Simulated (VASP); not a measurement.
# Sn (Fm-3m) in VASP: notebook

Runs on Sn. Level: LDA. Tasks: single point.

Everything below comes from runs of VASP 6.6.1. Logs are shortened: lines on timing, memory, paths and dates and some standing lists are left out, and cuts for length are marked.

### Step 1. The cell of the first run

The structure is cubic, space group Fm-3m (No. 225). Conventional cell: a = 4.499 Å, b = 4.499 Å, c = 4.499 Å, α = 90.00°, β = 90.00°, γ = 90.00°. Sn (site symmetry m-3m) has 12 Sn at 3.18 Å within 4.2 Å.

### Step 2. Single point, LDA (volume scaled by 0.88)

File INCAR:

```
SYSTEM = Sn
ALGO     = Normal         ! electronic algorithm
EDIFF    = 1E-6           ! SCF threshold, eV
ENCUT    = 520            ! plane-wave cutoff, eV
ISIF     = 2              ! what is computed and relaxed
ISMEAR   = -1             ! smearing method
LASPH    = .True.         ! aspherical terms in the spheres
LCHARG   = .False.        ! write CHGCAR
LREAL    = .False.        ! projectors in reciprocal space
LWAVE    = .False.        ! write WAVECAR
NBANDS   = 13             ! bands
NELM     = 80             ! most SCF steps
PREC     = Accurate       ! precision mode
SIGMA    = 0.1            ! smearing width, eV
```

File KPOINTS:

```
k-points
0
Gamma
  13 13 13
  0 0 0
```

File POSCAR:

```
Sn
1.0
    0.0000000000      2.2496094167      2.2496094167
    2.2496094167      0.0000000000      2.2496094167
    2.2496094167      2.2496094167      0.0000000000
Sn
1
Direct
    0.0000000000      0.0000000000      0.0000000000
```

Potentials or basis: VASP PAW LDA potentials, release 64 (Sn_d).

The run is started by

```bash
cat potpaw_LDA.64/Sn_d/POTCAR > POTCAR
mpirun -np 1 vasp_std > vasp.out
```

OUTCAR:

```text
SYSTEM = Sn
   EDIFF = 1E-6
   ENCUT = 520
   ISIF = 2
   ISMEAR = -1
   LASPH = .True.
   LREAL = .False.
   NELM = 80
   PREC = Accurate

 ion  position               nearest neighbor table
   1  0.000  0.000  0.000-

  LATTYP: Found a face centered cubic cell.
 ALAT       =     4.4992188334

  Lattice vectors:

 A1 = (   0.0000000000,   2.2496094167,   2.2496094167)
 A2 = (   2.2496094167,   0.0000000000,   2.2496094167)
 A3 = (   2.2496094167,   2.2496094167,   0.0000000000)

Analysis of symmetry for initial positions (statically):
=====================================================================
 Subroutine PRICEL returns:
 Original cell was already a primitive cell.

 Routine SETGRP: Setting up the symmetry group for a
 face centered cubic supercell.

 Subroutine GETGRP returns: Found 48 space group operations
 (whereof 48 operations were pure point group operations)
 out of a pool of 48 trial point group operations.

The static configuration has the point symmetry O_h .

Analysis of symmetry for dynamics (positions and initial velocities):
=====================================================================
 Subroutine PRICEL returns:
 Original cell was already a primitive cell.

 Routine SETGRP: Setting up the symmetry group for a
 face centered cubic supercell.

 Subroutine GETGRP returns: Found 48 space group operations
 (whereof 48 operations were pure point group operations)
 out of a pool of 48 trial point group operations.

The dynamic configuration has the point symmetry O_h .

 Subroutine INISYM returns: Found 48 space group operations
 (whereof 48 operations are pure point group operations),
 and found     1 'primitive' translations

----------------------------------------------------------------------------------------

                                     Primitive cell

  volume of cell :      22.7694

  direct lattice vectors                    reciprocal lattice vectors
     0.000000000  2.249609417  2.249609417    -0.222260805  0.222260805  0.222260805
     2.249609417  0.000000000  2.249609417     0.222260805 -0.222260805  0.222260805
     2.249609417  2.249609417  0.000000000     0.222260805  0.222260805 -0.222260805

  length of vectors
     3.181428147  3.181428147  3.181428147     0.384967007  0.384967007  0.384967007

  position of ions in fractional coordinates (direct lattice)
     0.000000000  0.000000000  0.000000000

  ion indices of the primitive-cell ions
   primitive index   ion index
                 1           1

----------------------------------------------------------------------------------------
[... 75 lines left out ...]
   NFREE  =      0    steps in history (QN), initial steepest desc. (CG)
   ISIF   =      2    stress and relaxation
   ISYM   =      2    0-nonsym 1-usesym 2-fastsym
   POTIM  = 0.5000    time-step for ionic-motion
   TEBEG  =    0.0;   TEEND  =   0.0 temperature during run
   PSTRESS=    0.0 pullay stress
   NELECT =      14.0000    total number of electrons
   NUPDOWN=      -1.0000    fix difference up-down
   EMIN   =  10.00;   EMAX   =-10.00  energy-range for DOS
   EFERMI =   0.00;   METHOD = LEGACY
   ISMEAR =    -1;   SIGMA  =   0.10  broadening in eV -4-tet -1-fermi 0-gaus
   EFERMI_NEDOS =   21; number of points for ismear=-14 and -15
   IALGO  =     38    algorithm
   IMIX   =      4    mixing-type and parameters
     AMIX     =   0.40;   BMIX     =  1.00
     AMIX_MAG =   1.60;   BMIX_MAG =  1.00
  volume/ion in A,a.u.               =      22.77       153.66
  Fermi-wavevector in a.u.,A,eV,Ry     =   1.392089  2.630667 26.366897  1.937912
  Thomas-Fermi vector in A             =   2.515866
   LORBIT       =      0    0 simple, 1 ext, 2 COOP (PROOUT), +10 PAW based schemes
   GGA     = CA    functional components
   LHFCALC =     F    Hartree Fock is set to
   AEXX    =    0.0000 exact exchange contribution
   IVDW    =     0    specifies the selected vdW correction
   LEPSILON=     F    determine dielectric tensor
   LRPA    =     F    only Hartree local field effects (RPA)
 non-spin polarized calculation
  energy-cutoff  :      520.00
  volume of cell :       22.77
 maximum number of plane-waves:       624
   NGX = 11   NGY = 11   NGZ = 11

 number of electron      14.0000007 magnetization

 Free energy of the ion-electron system (eV)
  ---------------------------------------------------
  ext. energy  EPLUGINS =         0.00000000
  ---------------------------------------------------
  free energy    TOTEN  =        -4.36412833 eV

  energy without entropy =       -4.34935163  energy(sigma->0) =       -4.35673998

 E-fermi :  10.2567     XC(G=0): -11.4619

 val. band max:       10.1364122772   @ k =  -0.3846   0.3077   0.0769
 cond. band min:      10.2573787334   @ k =  -0.4615   0.3846   0.0769
 fundamental gap:      0.1209664562
 Fermi energy:        10.2566609984

 k-point     1 :       0.0000    0.0000    0.0000
  band No.  band energies     occupation
      1     -11.3921      2.00000
      2     -11.3921      2.00000
      3     -11.3921      2.00000
      4     -11.2519      2.00000
      5     -11.2519      2.00000
      6      -2.3579      2.00000
      7      19.3382      0.00000
      8      19.3382      0.00000
      9      19.3382      0.00000
     10      21.0623      0.00000
     11      23.3218      0.00000
     12      23.3218      0.00000
     13      23.3218      0.00000
[... 354 lines left out ...]
  band No.  band energies     occupation
      1     -11.4220      2.00000
      2     -11.3550      2.00000
      3     -11.3194      2.00000
      4     -11.1948      2.00000
      5     -11.1180      2.00000
      6       2.1663      2.00000
      7       6.8393      2.00000
      8      14.2801      0.00000
      9      15.2533      0.00000
     10      18.3346      0.00000
     11      24.5722      0.00000
     12      24.6611      0.00000
     13      25.8360      0.00000

 [... further k-points ...]
[... 5 lines left out ...]
  --------------------------------------------------------------------------------------
  -------------------------------------------------------------------------------------
  Total        1.3975027      1.3975027      1.3975027      0.0000000      0.0000000     -0.0000000
  in kB       98.3358516     98.3358516     98.3358516      0.0000000      0.0000000     -0.0000000
  external PRESSURE =      98.3358516 kB  Pullay stress =       0.0000000 kB

 VOLUME and BASIS-vectors are now :
 -----------------------------------------------------------------------------
  energy-cutoff  :      520.00
  volume of cell :       22.77
      direct lattice vectors                 reciprocal lattice vectors
     0.000000000  2.249609417  2.249609417    -0.222260805  0.222260805  0.222260805
     2.249609417  0.000000000  2.249609417     0.222260805 -0.222260805  0.222260805
     2.249609417  2.249609417  0.000000000     0.222260805  0.222260805 -0.222260805

 POSITION                                       TOTAL-FORCE (eV/Angst)
 -----------------------------------------------------------------------------------
      0.00000      0.00000      0.00000         0.000000      0.000000     -0.000000
 -----------------------------------------------------------------------------------
    total drift:                               -0.000000     -0.000000     -0.000000

  FREE ENERGIE OF THE ION-ELECTRON SYSTEM (eV)
  ---------------------------------------------------
  free  energy   TOTEN  =        -4.3641283266 eV

  energy  without entropy=       -4.3493516349  energy(sigma->0) =       -4.35673998
```

OSZICAR:

```text
N       E                     dE             d eps       ncg     rms          rms(c)
DAV:   1     0.806584618779E+02    0.80658E+02   -0.72007E+03  2284   0.173E+03
DAV:   2     0.105153547314E+01   -0.79607E+02   -0.76614E+02  2294   0.350E+02
DAV:   3    -0.428658506575E+01   -0.53381E+01   -0.53157E+01  2619   0.725E+01
DAV:   4    -0.438726682216E+01   -0.10068E+00   -0.10066E+00  2659   0.106E+01
DAV:   5    -0.439032744134E+01   -0.30606E-02   -0.30605E-02  2812   0.181E+00    0.186E+00
DAV:   6    -0.437220768018E+01    0.18120E-01   -0.11867E-02  2789   0.206E+00    0.102E+00
DAV:   7    -0.436452789968E+01    0.76798E-02   -0.75961E-03  2844   0.152E+00    0.112E-01
DAV:   8    -0.436412782588E+01    0.40007E-03   -0.68618E-04  2734   0.481E-01    0.208E-02
DAV:   9    -0.436412886988E+01   -0.10440E-05   -0.13868E-05  2868   0.515E-02    0.103E-02
DAV:  10    -0.436412832661E+01    0.54326E-06   -0.10126E-06  1988   0.163E-02
   1 F= -.43641283E+01 E0= -.43567400E+01  d E =-.147767E-01
```

stdout:

```text
POSCAR found type information on POSCAR Sn
 POSCAR found :  1 types and       1 ions
 scaLAPACK will be used
 LDA part: xc-table for (Slater(with rela. corr.)+CA(PZ))
 , standard interpolation
 POSCAR, INCAR and KPOINTS ok, starting setup
 FFT: planning ... GRIDC
 FFT: planning ... GRID_SOFT
 FFT: planning ... GRID
 WAVECAR not read
 entering main loop
```

It took 29 s on 1 thread of AMD EPYC 7R13, shared host; peak memory 0.11 GiB.

Results:

```
Free energy            : -4.3641 eV
Pressure               : 9.8 GPa
Band gap on the k mesh : zero (band 7 reaches 19.34 eV, above the bottom of band 8 at 7.94 eV)
```

Caveat: spin-orbit coupling is left out, which moves the levels of the heavy elements.

### Step 3. Single point, LDA (volume scaled by 0.92)

File INCAR:

```
SYSTEM = Sn
PREC = Accurate ; ENCUT = 520
EDIFF = 1E-6 ; ISMEAR = -1
SIGMA = 0.1 ; LREAL = .False.
LASPH = .True. ; NELM = 80
ALGO = Normal ; ISIF = 2
LWAVE = .False. ; LCHARG = .False.
GGA = CA ; NBANDS = 13
```

File KPOINTS:

```
Automatic mesh
0
Gamma
  13 13 13
  0 0 0
```

File POSCAR:

```
Sn
1.0
    0.0000000000      2.2831906275      2.2831906275
    2.2831906275      0.0000000000      2.2831906275
    2.2831906275      2.2831906275      0.0000000000
Sn
1
Direct
    0.0000000000      0.0000000000      0.0000000000
```

Potentials or basis: VASP PAW LDA potentials, release 64 (Sn_d).

The run is started by

```bash
cat potpaw_LDA.64/Sn_d/POTCAR > POTCAR
mpirun -np 1 vasp_std > vasp.out
```

Run time: 30 s. Hardware: 1 thread of AMD EPYC 7R13, shared host; peak memory 0.11 GiB.

It converged, with:

```yaml
Free_energy: -4.4143 eV
Pressure: 5.7 GPa
Band_gap_on_the_k_mesh: zero (band 7 reaches 18.31 eV, above the bottom of band 8 at 7.39 eV)
```

Levels at points of the mesh, in eV from the Fermi level:
```tsv
k point	band 3	band 4	band 5	band 6	band 7	band 8	band 9	band 10	band 11	band 12
(0.00, 0.00, 0.00)	-21.60	-21.48	-21.48	-12.23	8.68	8.68	8.68	10.79	12.75	12.75
```

Caveat: spin-orbit coupling is left out, which moves the levels of the heavy elements.

### Step 4. Single point, LDA (volume scaled by 0.96)

File INCAR:

```
PREC = Accurate ; ENCUT = 520
EDIFF = 1E-7 ; ISMEAR = -1
SIGMA = 0.1 ; LREAL = False
LASPH = True ; NELM = 80
ALGO = Normal ; ISIF = 2
LWAVE = False ; LCHARG = False
NBANDS = 13
```

File KPOINTS:

```
regular mesh
0
Gamma
  13 13 13
```

File POSCAR:

```
Sn
1.0
    0.0000000000      2.3158120438      2.3158120438
    2.3158120438      0.0000000000      2.3158120438
    2.3158120438      2.3158120438      0.0000000000
Sn
1
Direct
    0.0000000000      0.0000000000      0.0000000000
```

The run is started by

```bash
cat potpaw_LDA.64/Sn_d/POTCAR > POTCAR
mpirun -np 1 vasp_std > vasp.out
```

It took 42 s on 1 thread of AMD EPYC 7R13, shared host; peak memory 0.11 GiB.

Results (log left out):

* Free energy: -4.4408 eV
* Pressure: 2.5 GPa
* Band gap on the k mesh: zero (band 7 reaches 17.36 eV, above the bottom of band 8 at 6.90 eV)

Levels at points of the mesh, in eV from the Fermi level:
```
           k point  band 5  band 6  band 7  band 8  band 9  band 10
(0.00, 0.00, 0.00)  -21.45  -11.88    8.31    8.31    8.31    10.76
```

Caveat: spin-orbit coupling is left out, which moves the levels of the heavy elements.

### Step 5. Summary

| cell | gap on the mesh (eV) | pressure (GPa) |
| --- | --- | --- |
| a = 3.181 Å, angles 60.0°, 1 atom | none | 9.8 |
| a = 3.229 Å, angles 60.0°, 1 atom | none | 5.7 |
| a = 3.275 Å, angles 60.0°, 1 atom | none | 2.5 |

Alike in all rows: task single point; level LDA; potentials or basis VASP PAW LDA potentials, release 64 (Sn_d); no spin polarisation; k mesh 13 × 13 × 13; cutoff (eV) 520; smearing fermi-dirac 0.1 eV.

Caveats: spin-orbit coupling is left out, which moves the levels of the heavy elements.

Total energies depend on the potentials used, so only differences within one code and one set of settings carry meaning.
